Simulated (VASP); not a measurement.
Write the native input for VASP 6.6.1 that does the following.

```
Task                   : single point
Functional             : PBEsol
Potentials or basis    : VASP PAW PBE potentials, release 64 (Zr_sv)
Cutoff                 : 500 eV
k mesh                 : 3 × 3 × 2
Occupations            : gaussian, width 0.1 eV
Spin                   : no spin polarisation
Dipole correction      : no
Further INCAR settings : ALGO = Normal; EDIFF = 1e-06; NBANDS = 19
```

The structure of Zr lies in POSCAR:

```
Zr
1.0
    3.2392314131      0.0000000000      0.0000000000
   -1.6196157065      2.8052566925      0.0000000000
    0.0000000000      0.0000000000      5.1722200000
Zr
2
Direct
    0.3333333333      0.6666666667      0.2500000000
    0.6666666667      0.3333333333      0.7500000000
```

The input as run:

INCAR

```
PREC     = Accurate       # precision mode
ENCUT    = 500            # plane-wave cutoff, eV
EDIFF    = 1E-6           # SCF threshold, eV
ISMEAR   = 0              # smearing method
SIGMA    = 0.1            # smearing width, eV
LREAL    = F              # projectors in reciprocal space
LASPH    = T              # aspherical terms in the spheres
NELM     = 120            # most SCF steps
ALGO     = Normal         # electronic algorithm
ISIF     = 2              # what is computed and relaxed
LWAVE    = F              # write WAVECAR
LCHARG   = T              # write CHGCAR
GGA      = PS             # functional
LELF     = T              # ELF
LVHAR    = T            
NBANDS   = 19             # bands
GGA_COMPAT= F
```

KPOINTS

```
Automatic mesh
0
Gamma
  3 3 2
```

Potentials or basis: VASP PAW PBE potentials, release 64 (Zr_sv).

Run with:

```bash
$ cat potpaw_PBE.64/Zr_sv/POTCAR > POTCAR
$ mpirun -np 1 vasp_std > vasp.out
```

It gave:

The pressure is -4.9 GPa and the band gap on the k mesh is zero (band 12 reaches 9.62 eV, above the bottom of band 13 at 8.74 eV).

Caveat: the k points lie up to 0.75 Å⁻¹ apart; the PAW data sets were made with another functional, which shifts forces and pressure a little.

Run time: 3.4 s on 1 thread of Intel(R) Xeon(R) 6975P-C (Granite Rapids), on a shared host, peak memory 0.15 GiB.
